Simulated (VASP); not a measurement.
# BeS (F-43m) in VASP: vibrations by perturbation theory with PBE

Aim: the vibrations by perturbation theory of BeS with PBE.

Program: VASP 6.6.1. These are calculated values, not measurements. Logs are shortened: lines on timing, memory, paths and dates and some standing lists are left out, and cuts for length are marked.

## (1) The cell of the first run

It takes space group F-43m (No. 216, cubic). The conventional cell has a = 4.876 Å, b = 4.876 Å, c = 4.876 Å, α = 90.00°, β = 90.00°, γ = 90.00°. Within 2.8 Å of Be (site symmetry -43m) lie 4 S at 2.11 Å. Within 2.8 Å of S (site symmetry -43m) lie 4 Be at 2.11 Å.

## (2) Vibrations by perturbation theory, PBE

INCAR

```
SYSTEM = BeS
  PREC = Accurate
  ENCUT = 520
  EDIFF = 1E-8
  ISMEAR = 0
  SIGMA = 0.01
  LREAL = .False.
  LASPH = .True.
  NELM = 100
  ALGO = Normal
  ISIF = 2
  LWAVE = .False.
  LCHARG = .True.
  GGA = PE
  NBANDS = 11
  IBRION = 8
  NSW = 1
  LEPSILON = .True.
```

KPOINTS

```
regular mesh
0
Gamma
  8 8 8
  0 0 0
```

POSCAR

```
BeS
1.0
    0.0000000000      2.4380675047      2.4380675047
    2.4380675047      0.0000000000      2.4380675047
    2.4380675047      2.4380675047      0.0000000000
Be S
1 1
Direct
    0.0000000000      0.0000000000      0.0000000000
    0.7500000000      0.7500000000      0.7500000000
```

Potentials or basis: VASP PAW PBE potentials, release 64 (Be, S).

Command:

```
$ cat potpaw_PBE.64/Be/POTCAR potpaw_PBE.64/S/POTCAR > POTCAR
$ mpirun -np 1 vasp_std > vasp.out
```

OUTCAR:

```text
SYSTEM = BeS
   PREC = Accurate
   ENCUT = 520
   EDIFF = 1E-8
   ISMEAR = 0
   LREAL = .False.
   LASPH = .True.
   NELM = 100
   ISIF = 2
   GGA = PE
   IBRION = 8
   NSW = 1
   LEPSILON = .True.

 ion  position               nearest neighbor table
   1  0.000  0.000  0.000-   2 2.11   2 2.11   2 2.11   2 2.11
   2  0.750  0.750  0.750-   1 2.11   1 2.11   1 2.11   1 2.11

  LATTYP: Found a face centered cubic cell.
 ALAT       =     4.8761350094

  Lattice vectors:

 A1 = (   0.0000000000,   2.4380675047,   2.4380675047)
 A2 = (   2.4380675047,   0.0000000000,   2.4380675047)
 A3 = (   2.4380675047,   2.4380675047,   0.0000000000)

Analysis of symmetry for initial positions (statically):
=====================================================================
 Subroutine PRICEL returns:
 Original cell was already a primitive cell.

 Routine SETGRP: Setting up the symmetry group for a
 face centered cubic supercell.

 Subroutine GETGRP returns: Found 24 space group operations
 (whereof 24 operations were pure point group operations)
 out of a pool of 48 trial point group operations.

The static configuration has the point symmetry T_d .

Analysis of symmetry for dynamics (positions and initial velocities):
=====================================================================
 Subroutine PRICEL returns:
 Original cell was already a primitive cell.

 Routine SETGRP: Setting up the symmetry group for a
 face centered cubic supercell.

 Subroutine GETGRP returns: Found 24 space group operations
 (whereof 24 operations were pure point group operations)
 out of a pool of 48 trial point group operations.

The dynamic configuration has the point symmetry T_d .

 Subroutine INISYM returns: Found 24 space group operations
 (whereof 24 operations are pure point group operations),
 and found     1 'primitive' translations

----------------------------------------------------------------------------------------

                                     Primitive cell

  volume of cell :      28.9846

  direct lattice vectors                    reciprocal lattice vectors
     0.000000000  2.438067505  2.438067505    -0.205080458  0.205080458  0.205080458
     2.438067505  0.000000000  2.438067505     0.205080458 -0.205080458  0.205080458
     2.438067505  2.438067505  0.000000000     0.205080458  0.205080458 -0.205080458

  length of vectors
     3.447948131  3.447948131  3.447948131     0.355209773  0.355209773  0.355209773

  position of ions in fractional coordinates (direct lattice)
     0.000000000  0.000000000  0.000000000
     0.750000000  0.750000000  0.750000000

  ion indices of the primitive-cell ions
   primitive index   ion index
                 1           1
                 2           2

----------------------------------------------------------------------------------------

 KPOINTS: regular mesh

Automatic generation of k-mesh.
 Grid dimensions read from file:
 generate k-points for:    8    8    8

 Generating k-lattice:

  Cartesian coordinates                     Fractional coordinates (reciprocal lattice)
[... 486 lines left out ...]
  ---------------------------------------------------
  ---------------------------------------------------
  free energy    TOTEN  =        -0.37929896 eV

  energy without entropy =       -0.37929896

------------------------ aborting loop because EDIFF is reached ----------------------------------------

--------------------------------------- Ionic step        2  -------------------------------------------

------------------------ aborting loop because EDIFF is reached ----------------------------------------

--------------------------------------- Ionic step        3  -------------------------------------------

------------------------ aborting loop because EDIFF is reached ----------------------------------------

 PIEZOELECTRIC TENSOR FIELD DIRECTION 3  (e Angst)
 -----------------------------------------------------------------------------
    -0.00052  1.16846  0.00000           (  0.00000 -0.03548  0.00000)
     1.16846 -0.00052  0.00000           ( -0.03548  0.00000  0.00000)
     0.00000  0.00000 -0.00018           (  0.00000  0.00000  0.00000)

 PIEZOELECTRIC TENSOR FIELD DIRECTION 3  (C/m^2)
 -----------------------------------------------------------------------------
    -0.00029  0.64589  0.00000
     0.64589 -0.00029  0.00000
     0.00000  0.00000 -0.00010

--------------------------------------- Ionic step        4  -------------------------------------------

------------------------ aborting loop because EDIFF is reached ----------------------------------------

[... ionic steps 5 to 6 ...]

--------------------------------------- Ionic step        7  -------------------------------------------

 Free energy of the ion-electron system (eV)
  ---------------------------------------------------
  ---------------------------------------------------
  free energy    TOTEN  =        -0.10279836 eV

  energy without entropy =       -0.10279836

------------------------ aborting loop because EDIFF is reached ----------------------------------------

 INTERNAL STRAIN TENSOR  FOR ION    2  DIRECTION 1   (eV/Angst):
 -----------------------------------------------------------------------------
    -0.00613  0.00000  0.00000
     0.00000  0.00697  3.82332
     0.00000  3.82332  0.00697

 MACROSCOPIC STATIC DIELECTRIC TENSOR (including local field effects in DFT)
 ------------------------------------------------------
           5.284461     0.000000     0.000000
           0.000000     5.284461    -0.000000
           0.000000     0.000000     5.284461
 ------------------------------------------------------

 PIEZOELECTRIC TENSOR (including local field effects)  for field in x, y, z        (e  Angst)
          XX          YY          ZZ          XY          YZ          ZX
  --------------------------------------------------------------------------------
  x    -0.00000    -0.00000    -0.00000     0.00000     1.17027     0.00000
  y     0.00000    -0.00000     0.00000     0.00000     0.00000     1.17027
  z     0.00000     0.00000    -0.00000     1.17027     0.00000     0.00000

 PIEZOELECTRIC TENSOR (including local field effects)  for field in x, y, z        (C/m^2)
          XX          YY          ZZ          XY          YZ          ZX
  --------------------------------------------------------------------------------
  x    -0.00000    -0.00000    -0.00000     0.00000     0.64689     0.00000
  y     0.00000    -0.00000     0.00000     0.00000     0.00000     0.64689
  z     0.00000     0.00000    -0.00000     0.64689     0.00000     0.00000

 BORN EFFECTIVE CHARGES (including local field effects) (in |e|, cummulative output)
 ---------------------------------------------------------------------------------
 ion    1
    1     1.63137     0.00000     0.00000
    2     0.00000     1.63137     0.00000
    3     0.00000    -0.00000     1.63137
 ion    2
    1    -1.63137     0.00000     0.00000
    2     0.00000    -1.63137     0.00000
    3     0.00000     0.00000    -1.63137

 INTERNAL STRAIN TENSOR FOR ION    2 for displacements in x,y,z  (eV/Angst):
          X           Y           Z          XY          YZ          ZX
  --------------------------------------------------------------------------------
  x     0.00000     0.00000     0.00000     0.00000     3.82332     0.00000
  y     0.00000     0.00000     0.00000     0.00000     0.00000     3.82332
  z     0.00000     0.00000     0.00000     3.82332     0.00000     0.00000

 SECOND DERIVATIVES (NOT SYMMETRIZED)
 ------------------------------------
               1X          1Y          1Z          2X          2Y          2Z
  1X    -8.034115    0.000000    0.000000    8.034115    0.000000    0.000000
  1Y     0.000000   -8.034115    0.000000    0.000000    8.034115    0.000000
  1Z     0.000000    0.000000   -8.034115    0.000000    0.000000    8.034115
  2X     8.031216    0.000000    0.000000   -8.031216    0.000000    0.000000
  2Y     0.000000    8.031216    0.000000    0.000000   -8.031216    0.000000
  2Z     0.000000    0.000000    8.031216    0.000000    0.000000   -8.031216

 Eigenvectors and eigenvalues of the dynamical matrix
 ----------------------------------------------------

   1 f  =   16.705343 THz   104.962767 2PiTHz  557.230269 cm-1    69.087717 meV
             X         Y         Z           dx          dy          dz
      0.000000  0.000000  0.000000     0.000000   -0.000000   -0.883547
      3.657101  3.657101  3.657101    -0.000000   -0.000000    0.468343
[... 21 lines left out ...]
   6 f/i=    0.001247 THz     0.007837 2PiTHz    0.041604 cm-1     0.005158 meV
             X         Y         Z           dx          dy          dz
      0.000000  0.000000  0.000000     0.366360   -0.291761    0.000000
      3.657101  3.657101  3.657101     0.691154   -0.550420    0.000000

--------------------------------------------------------------------------------------------------------

 MACROSCOPIC STATIC DIELECTRIC TENSOR IONIC CONTRIBUTION
 ------------------------------------------------------
           2.068449     0.000000     0.000000
           0.000000     2.068449    -0.000000
           0.000000    -0.000000     2.068449
 ------------------------------------------------------

 ELASTIC MODULI CONTR FROM IONIC RELAXATION (kBar)
 Direction    XX          YY          ZZ          XY          YZ          ZX
 --------------------------------------------------------------------------------
 XX          -0.0000     -0.0000      0.0000     -0.0000      0.0000      0.0000
 YY          -0.0000     -0.0000     -0.0000     -0.0000     -0.0000      0.0000
 ZZ           0.0000     -0.0000     -0.0000      0.0000     -0.0000      0.0000
 XY          -0.0000     -0.0000      0.0000   -102.2242      0.0000      0.0000
 YZ           0.0000     -0.0000     -0.0000      0.0000   -102.2242      0.0000
 ZX           0.0000      0.0000      0.0000      0.0000      0.0000   -102.2242
 --------------------------------------------------------------------------------

 PIEZOELECTRIC TENSOR IONIC CONTR  for field in x, y, z        (C/m^2)
          XX          YY          ZZ          XY          YZ          ZX
  --------------------------------------------------------------------------------
  x     0.00000    -0.00000    -0.00000     0.00000    -0.43268     0.00000
  y     0.00000     0.00000     0.00000     0.00000     0.00000    -0.43268
  z    -0.00000    -0.00000     0.00000    -0.43268     0.00000     0.00000
```

Run time: 3.3 min. Hardware: 1 thread of AMD EPYC 7R13 (Zen 3), shared host; peak memory 0.19 GiB.

What came out:

| Property | Result |
| --- | --- |
| Electronic dielectric tensor (diagonal) | 5.28 |
| Born charges (mean of the diagonal) | Be +1.63; S -1.63 e |
| Highest phonon frequency at Γ, LO-TO splitting left out | 557 cm⁻¹ |

Phonon frequencies in cm⁻¹ (negative: imaginary):
```tsv
q point	frequencies
(0.000, 0.000, 0.000)	0 0 0 557 557 557
```

Electronic dielectric tensor:
```
5.28 0.00 0.00
0.00 5.28 0.00
0.00 0.00 5.28
```

Born effective charge tensors (e):
atom 1, Be
```
1.63 0.00 0.00
0.00 1.63 0.00
0.00 0.00 1.63
```
atom 2, S
```
-1.63  0.00  0.00
 0.00 -1.63  0.00
 0.00  0.00 -1.63
```
